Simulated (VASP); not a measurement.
**Mg2Au: single point with LDA**

Mg2Au:

```
Mg Au
1.0
     5.91740    0.00000    0.00000
     0.00000    4.38472    0.00000
     0.00000    0.00000    8.37369
Mg Au
8 4
Direct
  0.82634 0.25000 0.05926
  0.67366 0.75000 0.55926
  0.32634 0.25000 0.44074
  0.17366 0.75000 0.94074
  0.45532 0.25000 0.79994
  0.04468 0.75000 0.29994
  0.95532 0.25000 0.70006
  0.54468 0.75000 0.20006
  0.27626 0.25000 0.11964
  0.22374 0.75000 0.61964
  0.77626 0.25000 0.38036
  0.72374 0.75000 0.88036
```

```yaml
Program: VASP 6.6.1
Task: single point
Functional: LDA
Potentials_or_basis: VASP PAW LDA potentials, release 64 (Mg, Au)
Cutoff: 520 eV
k_mesh: 4 × 6 × 3
Occupations: fermi-dirac, width 0.1 eV
Spin: no spin polarisation
```

The pressure is -0.5 GPa and the largest force is 0.010 eV/Å. The band gap on the k mesh is zero (bands 30 and 31 overlap by 3.26 eV).

Forces in eV/Å, atoms in the order of the input:
```
Mg  -0.004  0.000  0.000
Mg   0.004  0.000  0.000
Mg  -0.004  0.000  0.000
Mg   0.004  0.000  0.000
Mg   0.000  0.000 -0.010
Mg   0.000  0.000 -0.010
Mg   0.000  0.000  0.010
Mg   0.000  0.000  0.010
Au   0.000  0.000 -0.003
Au   0.000  0.000 -0.003
Au   0.000  0.000  0.003
Au   0.000  0.000  0.003
```

Stress tensor (GPa, compression positive):
```
-0.48  0.00  0.00
 0.00 -0.40  0.00
 0.00  0.00 -0.48
```

Levels at points of the mesh, in eV from the Fermi level:
```
           k point  band 27  band 28  band 29  band 30  band 31  band 32  band 33  band 34
(0.00, 0.00, 0.00)    -1.48    -0.59    -0.33    -0.08     0.47     2.10     2.13     2.43
(0.50, 0.00, 0.00)     0.89     0.89     1.73     1.73     1.82     1.82     2.27     2.27
(0.00, 0.50, 0.00)    -1.74    -1.74    -0.73    -0.73     0.44     0.44     0.50     0.50
(0.50, 0.50, 0.00)    -2.75    -2.75    -1.53    -1.53    -1.53    -1.53     3.66     3.66
```

Run time: 3.8 min on 1 thread of Intel(R) Xeon(R) Platinum 8375C CPU @ 2.90GHz (Ice Lake) (shared host), peak memory 0.36 GiB.

Caveat: spin-orbit coupling is left out, which moves the levels of the heavy elements.
